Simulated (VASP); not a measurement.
# SnO2 (P1) in VASP: single point with r2SCAN

Aim: the single point of SnO2 with r2SCAN.

Program: VASP 6.6.1. These are calculated values, not measurements. Logs are shortened: lines on timing, memory, paths and dates and some standing lists are left out, and cuts for length are marked.

### 1 The cell of the first run

The typed cell holds 12 atoms: a = 6.311 Å, b = 6.311 Å, c = 6.311 Å, α = 60.00°, β = 60.00°, γ = 60.00°.

### 2 Single point, r2SCAN (atoms moved at random)

File POSCAR:

```
SnO2
1.0
    0.0000000000      4.4626589766      4.4626589766
    4.4626589766      0.0000000000      4.4626589766
    4.4626589766      4.4626589766      0.0000000000
Sn O
4 8
Direct
    0.0940873284      0.1527841304      0.6224264104
    0.6201520546      0.0940259193      0.1309852452
    0.1684315967      0.6266522716      0.1015102136
    0.1517098974      0.1083603024      0.1304173996
    0.8762965501      0.8798005681      0.8768471068
    0.9452229340      0.3000801037      0.8621221660
    0.8671061035      0.8703551242      0.3360747342
    0.3135628844      0.9173780361      0.8872453615
    0.9214280732      0.3383663334      0.4027420143
    0.3585886185      0.3746042869      0.9404918411
    0.3212975459      0.9530862585      0.3924818656
    0.3621164133      0.3845066654      0.3166556416
```

File INCAR.step1:

```
  ALGO = Normal
  EDIFF = 1E-4
  ENCUT = 520
  GGA = PE
  ISMEAR = 0
  LASPH = True
  LCHARG = False
  LREAL = False
  LWAVE = True
  NBANDS = 64
  NELM = 60
  PREC = Accurate
  SIGMA = 0.05
```

File INCAR.step2:

```
  ALGO = Normal
  EDIFF = 1E-6
  ENCUT = 520
  ISIF = 2
  ISMEAR = 0
  ISTART = 1
  LASPH = True
  LCHARG = False
  LMIXTAU = True
  LREAL = False
  LWAVE = False
  METAGGA = R2SCAN
  NBANDS = 64
  NELM = 60
  PREC = Accurate
  SIGMA = 0.05
```

File KPOINTS:

```
k-points
0
Gamma
  4 4 4
```

Potentials or basis: VASP PAW PBE potentials, release 64 (Sn_d, O).

Command:

```sh
$ cat potpaw_PBE.64/Sn_d/POTCAR potpaw_PBE.64/O/POTCAR > POTCAR
$ cp INCAR.step1 INCAR
$ mpirun -np 1 vasp_std > vasp.out
$ cp INCAR.step2 INCAR
$ mpirun -np 1 vasp_std > vasp.out
```

OUTCAR:

```text
EDIFF = 1E-6
   ENCUT = 520
   ISIF = 2
   ISMEAR = 0
   ISTART = 1
   LASPH = True
   LREAL = False
   METAGGA = R2SCAN
   NELM = 60
   PREC = Accurate

 ion  position               nearest neighbor table
   1  0.094  0.153  0.622-   9 1.76   6 1.77  11 1.92   8 2.17   5 2.20  12 2.26   4 3.08   2 3.12
                             3 3.16   3 3.20   2 3.23   4 3.26
   2  0.620  0.094  0.131-   7 2.02  11 2.04  10 2.06   5 2.10  12 2.15   6 2.40   4 2.91   1 3.12
                             3 3.13   1 3.23   3 3.23   4 3.40
   3  0.168  0.627  0.102-  12 1.84  10 1.87   8 2.00   7 2.17   5 2.32   9 2.40   4 3.08   2 3.13
                             1 3.16   1 3.20   2 3.23   4 3.24
   4  0.152  0.108  0.130-   8 1.98  11 1.99  10 2.14   6 2.15   9 2.25   7 2.36   2 2.91   1 3.08
                             3 3.08   3 3.24   1 3.26   2 3.40
   5  0.876  0.880  0.877-   2 2.10   1 2.20   3 2.32
   6  0.945  0.300  0.862-   1 1.77   4 2.15   2 2.40
   7  0.867  0.870  0.336-   2 2.02   3 2.17   4 2.36
   8  0.314  0.917  0.887-   4 1.98   3 2.00   1 2.17
   9  0.921  0.338  0.403-   1 1.76   4 2.25   3 2.40
  10  0.359  0.375  0.940-   3 1.87   2 2.06   4 2.14
  11  0.321  0.953  0.392-   1 1.92   4 1.99   2 2.04
  12  0.362  0.385  0.317-   3 1.84   2 2.15   1 2.26

  LATTYP: Found a face centered cubic cell.
 ALAT       =     8.9253179532

  Lattice vectors:

 A1 = (   0.0000000000,   4.4626589766,   4.4626589766)
 A2 = (   4.4626589766,   0.0000000000,   4.4626589766)
 A3 = (   4.4626589766,   4.4626589766,   0.0000000000)

Analysis of symmetry for initial positions (statically):
=====================================================================
 Subroutine PRICEL returns:
 Original cell was already a primitive cell.

 Routine SETGRP: Setting up the symmetry group for a
 face centered cubic supercell.

 Subroutine GETGRP returns: Found  1 space group operations
 (whereof  1 operations were pure point group operations)
 out of a pool of 48 trial point group operations.

The static configuration has the point symmetry C_1 .

Analysis of symmetry for dynamics (positions and initial velocities):
=====================================================================
 Subroutine PRICEL returns:
 Original cell was already a primitive cell.

 Routine SETGRP: Setting up the symmetry group for a
 face centered cubic supercell.

 Subroutine GETGRP returns: Found  1 space group operations
 (whereof  1 operations were pure point group operations)
 out of a pool of 48 trial point group operations.

The dynamic configuration has the point symmetry C_1 .

 Subroutine INISYM returns: Found  1 space group operations
 (whereof  1 operations are pure point group operations),
 and found     1 'primitive' translations

----------------------------------------------------------------------------------------

                                     Primitive cell

  volume of cell :     177.7506

  direct lattice vectors                    reciprocal lattice vectors
     0.000000000  4.462658977  4.462658977    -0.112040826  0.112040826  0.112040826
     4.462658977  0.000000000  4.462658977     0.112040826 -0.112040826  0.112040826
     4.462658977  4.462658977  0.000000000     0.112040826  0.112040826 -0.112040826

  length of vectors
     6.311152849  6.311152849  6.311152849     0.194060404  0.194060404  0.194060404

  position of ions in fractional coordinates (direct lattice)
     0.094087328  0.152784130  0.622426410
     0.620152055  0.094025919  0.130985245
     0.168431597  0.626652272  0.101510214
     0.151709897  0.108360302  0.130417400
     0.876296550  0.879800568  0.876847107
     0.945222934  0.300080104  0.862122166
     0.867106103  0.870355124  0.336074734
     0.313562884  0.917378036  0.887245361
     0.921428073  0.338366333  0.402742014
     0.358588619  0.374604287  0.940491841
     0.321297546  0.953086259  0.392481866
     0.362116413  0.384506665  0.316655642

  ion indices of the primitive-cell ions
   primitive index   ion index
                 1           1
                 2           2
                 3           3
                 4           4
                 5           5
                 6           6
                 7           7
                 8           8
                 9           9
                10          10
                11          11
                12          12

----------------------------------------------------------------------------------------

 KPOINTS: k-points

Automatic generation of k-mesh.
 Grid dimensions read from file:
 generate k-points for:    4    4    4

 Generating k-lattice:

  Cartesian coordinates                     Fractional coordinates (reciprocal lattice)
    -0.028010207  0.028010207  0.028010207     0.250000000  0.000000000  0.000000000
     0.028010207 -0.028010207  0.028010207     0.000000000  0.250000000  0.000000000
     0.028010207  0.028010207 -0.028010207     0.000000000  0.000000000  0.250000000

  Length of vectors
     0.048515101  0.048515101  0.048515101

  Shift w.r.t. Gamma in fractional coordinates (k-lattice)
     0.000000000  0.000000000  0.000000000

 Subroutine IBZKPT returns following result:
 ===========================================

 Found     36 irreducible k-points:

 Following reciprocal coordinates:
            Coordinates               Weight
  0.000000  0.000000  0.000000      1.000000
  0.250000  0.000000  0.000000      2.000000
  0.000000  0.250000  0.000000      2.000000
  0.000000  0.000000  0.250000      2.000000
  0.250000  0.250000  0.250000      2.000000
  0.500000  0.000000  0.000000      1.000000
[... 16 lines left out ...]
  0.250000  0.500000  0.500000      2.000000
  0.500000  0.000000  0.250000      2.000000
 [... further k-points ...]
   k-points           NKPTS =     36   k-points in BZ     NKDIM =     36   number of bands    NBANDS=     64
   number of dos      NEDOS =    301   number of ions     NIONS =     12
   total plane-waves  NPLWV = 110592
   dimension x,y,z NGX =    48 NGY =   48 NGZ =   48
   dimension x,y,z NGXF=    96 NGYF=   96 NGZF=   96
   ions per type =               4   8
   NGX,Y,Z   is equivalent  to a cutoff of  12.64, 12.64, 12.64 a.u.
   NGXF,Y,Z  is equivalent  to a cutoff of  25.29, 25.29, 25.29 a.u.
 SYSTEM =  unknown system
   PREC   = accura    normal or accurate (medium, high low for compatibility)
   ISTART =      1    job   : 0-new  1-cont  2-samecut
   ICHARG =      0    charge: 1-file 2-atom 10-const
   ISPIN  =      1    spin polarized calculation?
   LNONCOLLINEAR =      F non collinear calculations
   LSORBIT =      F    spin-orbit coupling
   LASPH  =      T    aspherical Exc in radial PAW
   ENCUT  =  520.0 eV  38.22 Ry    6.18 a.u.  11.73 11.73 11.73*2*pi/ulx,y,z
   NELM   =     60;   NELMIN=  2; NELMDL=  0     # of ELM steps
   EDIFF  = 0.1E-05   stopping-criterion for ELM
   LREAL  =      F    real-space projection
   EDIFFG = 0.1E-04   stopping-criterion for IOM
   NSW    =      0    number of steps for IOM
   IBRION =     -1    ionic relax: 0-MD 1-quasi-New 2-CG
   NFREE  =      0    steps in history (QN), initial steepest desc. (CG)
   ISIF   =      2    stress and relaxation
   ISYM   =      2    0-nonsym 1-usesym 2-fastsym
   POTIM  = 0.5000    time-step for ionic-motion
   TEBEG  =    0.0;   TEEND  =   0.0 temperature during run
   PSTRESS=    0.0 pullay stress
   NELECT =     104.0000    total number of electrons
   NUPDOWN=      -1.0000    fix difference up-down
   EMIN   =  10.00;   EMAX   =-10.00  energy-range for DOS
   EFERMI =   0.00;   METHOD = LEGACY
   ISMEAR =     0;   SIGMA  =   0.05  broadening in eV -4-tet -1-fermi 0-gaus
   EFERMI_NEDOS =   21; number of points for ismear=-14 and -15
   IALGO  =     38    algorithm
   IMIX   =      4    mixing-type and parameters
     AMIX     =   0.40;   BMIX     =  1.00
     AMIX_MAG =   1.60;   BMIX_MAG =  1.00
  volume/ion in A,a.u.               =      14.81        99.96
  Fermi-wavevector in a.u.,A,eV,Ry     =   1.369248  2.587504 25.508763  1.874841
  Thomas-Fermi vector in A             =   2.495141
   LORBIT       =      0    0 simple, 1 ext, 2 COOP (PROOUT), +10 PAW based schemes
   METAGGA = R2SCAN    functional components
   LHFCALC =     F    Hartree Fock is set to
   AEXX    =    0.0000 exact exchange contribution
   IVDW    =     0    specifies the selected vdW correction
   LEPSILON=     F    determine dielectric tensor
   LRPA    =     F    only Hartree local field effects (RPA)
 non-spin polarized calculation
 Gauss-broadening in eV      SIGMA  =   0.05
  energy-cutoff  :      520.00
  volume of cell :      177.75
 maximum number of plane-waves:      4813
 NGX is ok and might be reduce to    48
   NGX = 23   NGY = 23   NGZ = 23

 number of electron     103.9999999 magnetization

 Free energy of the ion-electron system (eV)
  ---------------------------------------------------
  ext. energy  EPLUGINS =         0.00000000
  ---------------------------------------------------
  free energy    TOTEN  =      -160.88861766 eV

  energy without entropy =     -160.88861766  energy(sigma->0) =     -160.88861766

 E-fermi :   3.1515     XC(G=0): -10.3624

 val. band max:        2.8494327007   @ k =   0.5000   0.5000   0.0000
 cond. band min:       4.8731492114   @ k =   0.0000   0.0000   0.0000
 fundamental gap:      2.0237165107
 Fermi energy:         3.1515032105

 k-point     1 :       0.0000    0.0000    0.0000
  band No.  band energies     occupation
      1     -19.6510      2.00000
      2     -19.2963      2.00000
      3     -19.0739      2.00000
      4     -18.5888      2.00000
      5     -18.3710      2.00000
      6     -18.2351      2.00000
[... 56 lines left out ...]
     63      13.7532      0.00000
     64      14.2529      0.00000

 k-point     2 :       0.2500    0.0000    0.0000
  band No.  band energies     occupation
      1     -19.5931      2.00000
      2     -19.2553      2.00000
      3     -19.0348      2.00000
      4     -18.5446      2.00000
      5     -18.3788      2.00000
      6     -18.3032      2.00000
[... 56 lines left out ...]
     63      13.5675      0.00000
     64      13.8682      0.00000

 k-point     3 :       0.0000    0.2500    0.0000
  band No.  band energies     occupation
      1     -19.6488      2.00000
      2     -19.2198      2.00000
      3     -19.0116      2.00000
      4     -18.5572      2.00000
      5     -18.3792      2.00000
      6     -18.2471      2.00000
[... 1396 lines left out ...]
     63      13.5305      0.00000
     64      13.7408      0.00000

 k-point    24 :       0.5000    0.0000    0.2500
  band No.  band energies     occupation
      1     -19.4658      2.00000
      2     -19.1654      2.00000
      3     -18.9276      2.00000
      4     -18.5844      2.00000
      5     -18.4594      2.00000
      6     -18.3652      2.00000
[... 56 lines left out ...]
     63      13.4791      0.00000
     64      13.7933      0.00000

 [... further k-points ...]

------------------------ aborting loop because EDIFF is reached ----------------------------------------

  FORCE on cell =-STRESS in cart. coord.  units (eV):
  Direction    XX          YY          ZZ          XY          YZ          ZX
  --------------------------------------------------------------------------------------
  -------------------------------------------------------------------------------------
  Total       24.3776454     27.8710935     -1.6371793      1.4406135     -0.8381596      2.0811154
  in kB      219.7309540    251.2195842    -14.7569202     12.9851500     -7.5548565     18.7583934
  external PRESSURE =     152.0645393 kB  Pullay stress =       0.0000000 kB

 VOLUME and BASIS-vectors are now :
 -----------------------------------------------------------------------------
  energy-cutoff  :      520.00
  volume of cell :      177.75
      direct lattice vectors                 reciprocal lattice vectors
     0.000000000  4.462658977  4.462658977    -0.112040826  0.112040826  0.112040826
     4.462658977  0.000000000  4.462658977     0.112040826 -0.112040826  0.112040826
     4.462658977  4.462658977  0.000000000     0.112040826  0.112040826 -0.112040826

 POSITION                                       TOTAL-FORCE (eV/Angst)
 -----------------------------------------------------------------------------------
      3.45950      3.19756      1.10170        -2.245889      5.419315     -0.169095
      1.00415      3.35207      3.18713         0.040332      2.007134      2.499584
      3.24954      1.20466      3.54819         4.383643     -4.957635     -1.171445
      1.06558      1.25904      1.16060         2.235474     -3.902427     -1.755569
      7.83932      7.82368      7.83686         1.095407      1.287833      0.577483
      5.18651      8.06556      5.55736         8.370959      1.122719     -1.040964
      5.38389      5.36939      7.75370        -0.495676      0.512920      1.733554
      8.05342      5.35880      5.49327        -1.941484      1.627110      0.478896
      3.30731      5.90932      5.62203        -1.911423     -9.003070      0.995677
      5.86883      5.79735      3.27199        -5.291785     -1.086233     -1.364829
      6.00481      3.18535      5.68714        -4.414453      1.571390     -0.277155
      3.12905      3.02913      3.33192         0.174895      5.400946     -0.506137
 -----------------------------------------------------------------------------------
    total drift:                                0.002080     -0.000736     -0.003084

  FREE ENERGIE OF THE ION-ELECTRON SYSTEM (eV)
  ---------------------------------------------------
  free  energy   TOTEN  =      -160.8886176559 eV

  energy  without entropy=     -160.8886176559  energy(sigma->0) =     -160.88861766
```

It took 20 min on 1 thread of Intel Xeon 6975P-C (Granite Rapids), shared host; peak memory 0.53 GiB.

Results:

| Item | Value |
| --- | --- |
| Free energy | -160.8886 eV |
| Pressure | 15.2 GPa |
| Largest force | 9.257 eV/Å |
| Band gap on the k mesh | 2.02 eV (least direct gap 2.06 eV) |

Forces on the atoms (eV/Å):
```
Sn  -2.246  5.419 -0.169
Sn   0.040  2.007  2.500
Sn   4.384 -4.958 -1.171
Sn   2.235 -3.902 -1.756
O    1.095  1.288  0.577
O    8.371  1.123 -1.041
O   -0.496  0.513  1.734
O   -1.941  1.627  0.479
O   -1.911 -9.003  0.996
O   -5.292 -1.086 -1.365
O   -4.414  1.571 -0.277
O    0.175  5.401 -0.506
```

Caveat: the cell differs from its parent crystal (atoms moved at random); the cell stands under pressure; the PAW data sets were made with another functional, which shifts forces and pressure a little; spin-orbit coupling is left out, which moves the levels of the heavy elements. A k mesh can miss the band edges.
